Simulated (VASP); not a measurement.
# Ga3SiCN3 (an interface model) in VASP: notebook

Ga3SiCN3 (an interface model) is run at these levels: r2SCAN, PBEsol; tasks: single point.

All numbers are computed with VASP 6.6.1; they aren't measurements. Logs are shortened: lines on timing, memory, paths and dates and some standing lists are left out, and cuts for length are marked.

### Step 1. The cell of the first run

The cell holds layers of an interface, 16 atoms: a = 5.223 Å, b = 3.183 Å, c = 10.849 Å, α = 90.00°, β = 90.00°, γ = 90.00°.

### Step 2. Single point, r2SCAN

Input file POSCAR:

```
Ga3SiCN3
1.0
    0.0000000000      0.0000000000      5.2227060000
    3.1827460000      0.0000000000      0.0000000000
    0.0000000000     10.8489960000      0.0000000000
Si Ga C N
2 6 2 6
Direct
    0.9845680000      0.0000000000      0.1569410000
    0.4845720000      0.5000000000      0.0744440000
    0.0090950000      0.5000000000      0.4032210000
    0.0091990000      0.0000000000      0.6569570000
    0.9982220000      0.5000000000      0.9143880000
    0.4982020000      0.0000000000      0.3169940000
    0.5091950000      0.5000000000      0.5744280000
    0.5091100000      0.0000000000      0.8281650000
    0.3501370000      0.0000000000      0.1456250000
    0.8501350000      0.5000000000      0.0857680000
    0.3842420000      0.5000000000      0.4067250000
    0.3845980000      0.0000000000      0.6598770000
    0.3839410000      0.5000000000      0.9152720000
    0.8839390000      0.0000000000      0.3161180000
    0.8845980000      0.5000000000      0.5715170000
    0.8842470000      0.0000000000      0.8246670000
```

Input file INCAR.step1:

```
PREC     = Accurate       # precision mode
ENCUT    = 580            # plane-wave cutoff, eV
ISMEAR   = -1             # smearing method
SIGMA    = 0.05           # smearing width, eV
LREAL    = False          # projectors in reciprocal space
LASPH    = True           # aspherical terms in the spheres
NELM     = 120            # most SCF steps
NBANDS   = 76             # bands
GGA      = PE             # functional
ALGO     = Normal         # electronic algorithm
EDIFF    = 1E-5           # SCF threshold, eV
LWAVE    = True           # write WAVECAR
LCHARG   = False          # write CHGCAR
GGA_COMPAT= False
```

Input file INCAR.step2:

```
PREC     = Accurate       # precision mode
ENCUT    = 580            # plane-wave cutoff, eV
EDIFF    = 1E-6           # SCF threshold, eV
ISMEAR   = -1             # smearing method
SIGMA    = 0.05           # smearing width, eV
LREAL    = False          # projectors in reciprocal space
LASPH    = True           # aspherical terms in the spheres
NELM     = 120            # most SCF steps
ALGO     = Normal         # electronic algorithm
ISIF     = 2              # what is computed and relaxed
LWAVE    = False          # write WAVECAR
LCHARG   = False          # write CHGCAR
METAGGA  = R2SCAN         # meta-GGA
LMIXTAU  = True         
NBANDS   = 76             # bands
ISTART   = 1            
GGA_COMPAT= False
```

Input file KPOINTS:

```
regular mesh
0
Gamma
  3 4 1
```

Potentials or basis: VASP PAW PBE potentials, release 64 (Si, Ga_d, C, N).

On the command line:

```console
cat potpaw_PBE.64/Si/POTCAR potpaw_PBE.64/Ga_d/POTCAR potpaw_PBE.64/C/POTCAR potpaw_PBE.64/N/POTCAR > POTCAR
cp INCAR.step1 INCAR
mpirun -np 1 vasp_std > vasp.out
cp INCAR.step2 INCAR
mpirun -np 1 vasp_std > vasp.out
```

OUTCAR:

```text
PREC = Accurate
   ENCUT = 580
   EDIFF = 1E-6
   ISMEAR = -1
   LREAL = False
   LASPH = True
   NELM = 120
   ISIF = 2
   METAGGA = R2SCAN
   ISTART = 1

 ion  position               nearest neighbor table
   1  0.985  0.000  0.157-  14 1.81  10 1.90  10 1.90   9 1.91
   2  0.485  0.500  0.074-  13 1.81   9 1.90   9 1.90  10 1.91
   3  0.009  0.500  0.403-  15 1.94  11 1.96  14 1.96  14 1.96
   4  0.009  0.000  0.657-  16 1.93  15 1.95  15 1.95  12 1.96
   5  0.998  0.500  0.914-  16 1.96  16 1.96  10 2.01  13 2.01
   6  0.498  0.000  0.317-  11 1.96  11 1.96   9 2.01  14 2.01
[... 8 lines left out ...]
  15  0.885  0.500  0.572-   3 1.94   4 1.95   4 1.95   7 1.96
  16  0.884  0.000  0.825-   4 1.93   5 1.96   5 1.96   8 1.96

  LATTYP: Found a simple orthorhombic cell.
 ALAT       =     3.1827460000
 B/A-ratio  =     1.6409433866
 C/A-ratio  =     3.4086904830

  Lattice vectors:

 A1 = (  -3.1827460000,   0.0000000000,   0.0000000000)
 A2 = (   0.0000000000,   0.0000000000,   5.2227060000)
 A3 = (   0.0000000000,  10.8489960000,   0.0000000000)

Analysis of symmetry for initial positions (statically):
=====================================================================
 Subroutine PRICEL returns:
 Original cell was already a primitive cell.

 Routine SETGRP: Setting up the symmetry group for a
 simple orthorhombic supercell.

 Subroutine GETGRP returns: Found  2 space group operations
 (whereof  2 operations were pure point group operations)
 out of a pool of  8 trial point group operations.

The static configuration has the point symmetry C_1h.

Analysis of symmetry for dynamics (positions and initial velocities):
=====================================================================
 Subroutine PRICEL returns:
 Original cell was already a primitive cell.

 Routine SETGRP: Setting up the symmetry group for a
 simple orthorhombic supercell.

 Subroutine GETGRP returns: Found  2 space group operations
 (whereof  2 operations were pure point group operations)
 out of a pool of  8 trial point group operations.

The dynamic configuration has the point symmetry C_1h.

 Subroutine INISYM returns: Found  2 space group operations
 (whereof  2 operations are pure point group operations),
 and found     1 'primitive' translations

----------------------------------------------------------------------------------------

                                     Primitive cell

  volume of cell :     180.3379

  direct lattice vectors                    reciprocal lattice vectors
     0.000000000  0.000000000  5.222706000     0.000000000  0.000000000  0.191471624
     3.182746000  0.000000000  0.000000000     0.314194095  0.000000000  0.000000000
     0.000000000 10.848996000  0.000000000     0.000000000  0.092174428  0.000000000

  length of vectors
     5.222706000  3.182746000 10.848996000     0.191471624  0.314194095  0.092174428

  position of ions in fractional coordinates (direct lattice)
     0.984568000  0.000000000  0.156941000
     0.484572000  0.500000000  0.074444000
     0.009095000  0.500000000  0.403221000
     0.009199000  0.000000000  0.656957000
     0.998222000  0.500000000  0.914388000
     0.498202000  0.000000000  0.316994000
[... 8 lines left out ...]
     0.884598000  0.500000000  0.571517000
     0.884247000  0.000000000  0.824667000

  ion indices of the primitive-cell ions
   primitive index   ion index
                 1           1
                 2           2
                 3           3
                 4           4
                 5           5
                 6           6
[... 8 lines left out ...]
                15          15
                16          16

----------------------------------------------------------------------------------------

 KPOINTS: regular mesh

Automatic generation of k-mesh.
 Grid dimensions read from file:
 generate k-points for:    3    4    1

 Generating k-lattice:

  Cartesian coordinates                     Fractional coordinates (reciprocal lattice)
     0.000000000  0.000000000  0.063823875     0.333333333  0.000000000  0.000000000
     0.078548524  0.000000000  0.000000000     0.000000000  0.250000000  0.000000000
     0.000000000  0.092174428  0.000000000     0.000000000  0.000000000  1.000000000

  Length of vectors
     0.063823875  0.078548524  0.092174428

  Shift w.r.t. Gamma in fractional coordinates (k-lattice)
     0.000000000  0.000000000  0.000000000

 Subroutine IBZKPT returns following result:
 ===========================================

 Found      6 irreducible k-points:

 Following reciprocal coordinates:
            Coordinates               Weight
  0.000000  0.000000  0.000000      1.000000
  0.333333  0.000000  0.000000      2.000000
  0.000000  0.250000  0.000000      2.000000
  0.333333  0.250000  0.000000      4.000000
  0.000000  0.500000  0.000000      1.000000
  0.333333  0.500000  0.000000      2.000000
   k-points           NKPTS =      6   k-points in BZ     NKDIM =      6   number of bands    NBANDS=     76
   number of dos      NEDOS =    301   number of ions     NIONS =     16
   total plane-waves  NPLWV = 105840
   dimension x,y,z NGX =    42 NGY =   28 NGZ =   90
   dimension x,y,z NGXF=    84 NGYF=   56 NGZF=  180
   ions per type =               2   6   2   6
   NGX,Y,Z   is equivalent  to a cutoff of  13.37, 14.63, 13.79 a.u.
   NGXF,Y,Z  is equivalent  to a cutoff of  26.74, 29.25, 27.58 a.u.
 SYSTEM =  unknown system
   PREC   = accura    normal or accurate (medium, high low for compatibility)
   ISTART =      1    job   : 0-new  1-cont  2-samecut
   ICHARG =      0    charge: 1-file 2-atom 10-const
   ISPIN  =      1    spin polarized calculation?
   LNONCOLLINEAR =      F non collinear calculations
   LSORBIT =      F    spin-orbit coupling
   LASPH  =      T    aspherical Exc in radial PAW
   ENCUT  =  580.0 eV  42.63 Ry    6.53 a.u.  10.26  6.25 21.30*2*pi/ulx,y,z
   NELM   =    120;   NELMIN=  2; NELMDL=  0     # of ELM steps
   EDIFF  = 0.1E-05   stopping-criterion for ELM
   LREAL  =      F    real-space projection
   EDIFFG = 0.1E-04   stopping-criterion for IOM
   NSW    =      0    number of steps for IOM
   IBRION =     -1    ionic relax: 0-MD 1-quasi-New 2-CG
   NFREE  =      0    steps in history (QN), initial steepest desc. (CG)
   ISIF   =      2    stress and relaxation
   ISYM   =      2    0-nonsym 1-usesym 2-fastsym
   POTIM  = 0.5000    time-step for ionic-motion
   TEBEG  =    0.0;   TEEND  =   0.0 temperature during run
   PSTRESS=    0.0 pullay stress
   NELECT =     124.0000    total number of electrons
   NUPDOWN=      -1.0000    fix difference up-down
   EMIN   =  10.00;   EMAX   =-10.00  energy-range for DOS
   EFERMI =   0.00;   METHOD = LEGACY
   ISMEAR =    -1;   SIGMA  =   0.05  broadening in eV -4-tet -1-fermi 0-gaus
   EFERMI_NEDOS =   21; number of points for ismear=-14 and -15
   IALGO  =     38    algorithm
   IMIX   =      4    mixing-type and parameters
     AMIX     =   0.40;   BMIX     =  1.00
     AMIX_MAG =   1.60;   BMIX_MAG =  1.00
  volume/ion in A,a.u.               =      11.27        76.06
  Fermi-wavevector in a.u.,A,eV,Ry     =   1.444951  2.730561 28.407365  2.087882
  Thomas-Fermi vector in A             =   2.563188
   LORBIT       =      0    0 simple, 1 ext, 2 COOP (PROOUT), +10 PAW based schemes
   METAGGA = R2SCAN    functional components
   LHFCALC =     F    Hartree Fock is set to
   AEXX    =    0.0000 exact exchange contribution
   IVDW    =     0    specifies the selected vdW correction
   LEPSILON=     F    determine dielectric tensor
   LRPA    =     F    only Hartree local field effects (RPA)
 non-spin polarized calculation
  energy-cutoff  :      580.00
  volume of cell :      180.34
 maximum number of plane-waves:      5734
 NGX is ok and might be reduce to    42
   NGX = 21   NGY = 13   NGZ = 43

 number of electron     124.0000012 magnetization

 Free energy of the ion-electron system (eV)
  ---------------------------------------------------
  ext. energy  EPLUGINS =         0.00000000
  ---------------------------------------------------
  free energy    TOTEN  =      -170.10228428 eV

  energy without entropy =     -170.10228428  energy(sigma->0) =     -170.10228428

 E-fermi :   6.9501     XC(G=0): -12.4200

 val. band max:        5.8139466681   @ k =   0.0000   0.0000   0.0000
 cond. band min:       8.4183245474   @ k =   0.0000   0.0000   0.0000
 fundamental gap:      2.6043778793
 Fermi energy:         6.9501021597

 k-point     1 :       0.0000    0.0000    0.0000
  band No.  band energies     occupation
      1     -11.2484      2.00000
      2     -10.8553      2.00000
      3     -10.6343      2.00000
      4     -10.2699      2.00000
      5     -10.1904      2.00000
      6     -10.1587      2.00000
[... 66 lines left out ...]
     73      13.7600      0.00000
     74      13.8720      0.00000

 k-point     2 :       0.3333    0.0000    0.0000
  band No.  band energies     occupation
      1     -10.9763      2.00000
      2     -10.7097      2.00000
      3     -10.5045      2.00000
      4     -10.3941      2.00000
      5     -10.2265      2.00000
      6     -10.1958      2.00000
[... 66 lines left out ...]
     73      13.7053      0.00000
     74      13.9378      0.00000

 k-point     3 :       0.0000    0.2500    0.0000
  band No.  band energies     occupation
      1     -10.8498      2.00000
      2     -10.5972      2.00000
      3     -10.4530      2.00000
      4     -10.1743      2.00000
      5     -10.1551      2.00000
      6     -10.1268      2.00000
[... 66 lines left out ...]
     73      13.8830      0.00000
     74      13.8870      0.00000

 k-point     4 :       0.3333    0.2500    0.0000
  band No.  band energies     occupation
      1     -10.6487      2.00000
      2     -10.4965      2.00000
      3     -10.3611      2.00000
      4     -10.2387      2.00000
      5     -10.1570      2.00000
      6     -10.1396      2.00000
[... 66 lines left out ...]
     73      13.2940      0.00000
     74      13.5953      0.00000

 k-point     5 :       0.0000    0.5000    0.0000
  band No.  band energies     occupation
      1     -10.3504      2.00000
      2     -10.3502      2.00000
      3     -10.2879      2.00000
      4     -10.2879      2.00000
      5     -10.0802      2.00000
      6     -10.0801      2.00000
[... 66 lines left out ...]
     73      13.9387      0.00000
     74      13.9388      0.00000

 k-point     6 :       0.3333    0.5000    0.0000
  band No.  band energies     occupation
      1     -10.3045      2.00000
      2     -10.3043      2.00000
      3     -10.2074      2.00000
      4     -10.2074      2.00000
      5     -10.0878      2.00000
      6     -10.0877      2.00000
[... 66 lines left out ...]
     73      13.7063      0.00000
     74      13.7064      0.00000
 [bands above 74 left out]

------------------------ aborting loop because EDIFF is reached ----------------------------------------

  FORCE on cell =-STRESS in cart. coord.  units (eV):
  Direction    XX          YY          ZZ          XY          YZ          ZX
  --------------------------------------------------------------------------------------
  -------------------------------------------------------------------------------------
  Total       -4.3639141      0.5929402     -6.7269627      0.0000000      0.0034625      0.0000000
  in kB      -38.7703449      5.2678621    -59.7643905      0.0000000      0.0307620      0.0000000
  external PRESSURE =     -31.0889578 kB  Pullay stress =       0.0000000 kB

 VOLUME and BASIS-vectors are now :
 -----------------------------------------------------------------------------
  energy-cutoff  :      580.00
  volume of cell :      180.34
      direct lattice vectors                 reciprocal lattice vectors
     0.000000000  0.000000000  5.222706000     0.000000000  0.000000000  0.191471624
     3.182746000  0.000000000  0.000000000     0.314194095  0.000000000  0.000000000
     0.000000000 10.848996000  0.000000000     0.000000000  0.092174428  0.000000000

 POSITION                                       TOTAL-FORCE (eV/Angst)
 -----------------------------------------------------------------------------------
      0.00000      1.70265      5.14211         0.000000      0.072042     -0.028875
      1.59137      0.80764      2.53078         0.000000     -0.071124     -0.029074
      1.59137      4.37454      0.04750         0.000000      0.009865      0.004690
      0.00000      7.12732      0.04804         0.000000      0.024404     -0.004582
      1.59137      9.92019      5.21342         0.000000     -0.006992     -0.034547
      0.00000      3.43907      2.60196         0.000000     -0.003609     -0.041463
[... 8 lines left out ...]
      1.59137      6.20039      4.62000         0.000000     -0.007696     -0.001276
      0.00000      8.94681      4.61816         0.000000     -0.023766      0.007097
 -----------------------------------------------------------------------------------
    total drift:                                0.000000      0.002327     -0.021702

  FREE ENERGIE OF THE ION-ELECTRON SYSTEM (eV)
  ---------------------------------------------------
  free  energy   TOTEN  =      -170.1022842773 eV

  energy  without entropy=     -170.1022842772  energy(sigma->0) =     -170.10228428
```

Wall time 11 min (1 thread of Oxide Virtual Turin-like, shared host); peak memory 0.37 GiB.

Results:

* Free energy: -170.1023 eV
* Pressure: -3.1 GPa
* Largest force: 0.161 eV/Å
* Band gap on the k mesh: 2.60 eV

Forces in eV/Å, atoms in the order of the input:
```
Si   0.000  0.072 -0.029
Si   0.000 -0.071 -0.029
Ga   0.000  0.010  0.005
Ga   0.000  0.024 -0.005
Ga   0.000 -0.007 -0.035
Ga   0.000 -0.004 -0.041
Ga   0.000 -0.004 -0.002
Ga   0.000 -0.015 -0.002
C    0.000 -0.087 -0.002
C    0.000  0.084 -0.001
N    0.000  0.023  0.008
N    0.000  0.006 -0.001
N    0.000  0.147  0.065
N    0.000 -0.148  0.064
N    0.000 -0.008 -0.001
N    0.000 -0.024  0.007
```

Stress tensor (GPa, compression positive):
```
-3.88  0.00  0.00
 0.00  0.53  0.00
 0.00  0.00 -5.98
```

Caveat: the k points lie up to 0.58 Å⁻¹ apart; the PAW data sets were made with another functional, which shifts forces and pressure a little.

(Part 1 of 3 ends here.)
